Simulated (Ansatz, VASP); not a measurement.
Li in VASP and in Ansatz

```
CELL_PARAMETERS angstrom
3.11100 0.03111 0.03111
-1.52856 2.67865 0.01139
0.05093 0.05093 5.09300
ATOMIC_POSITIONS crystal
Li 0.33333 0.66667 0.25000
Li 0.66667 0.33333 0.75000
```

Change from the starting cell: equal xy, yz and zx shear strains of +2 %.

Alike in both runs: task single point; functional PBE; k mesh 15 × 15 × 8; occupations fermi-dirac, width 0.08 eV; no spin polarisation.

|  | VASP | Ansatz |
| --- | --- | --- |
| version | VASP 6.6.1 | Ansatz 0.2.0 |
| potentials or method | VASP PAW PBE potentials, release 64 (Li_sv), cutoff 520 eV | all-electron LAPW, scalar-relativistic |

|  | VASP | Ansatz | Ansatz less VASP |
| --- | --- | --- | --- |
| rms of the force components (eV/Å) | 0.004 | 0.004 | 0.0000 |

Atom by atom the forces differ by 0.000 eV/Å (rms over components). Ansatz ran all-electron here, and VASP with PAW potentials.

Noted on VASP's run: the cutoff is under 1.25 times that of the potentials, so the pressure is a little rough.
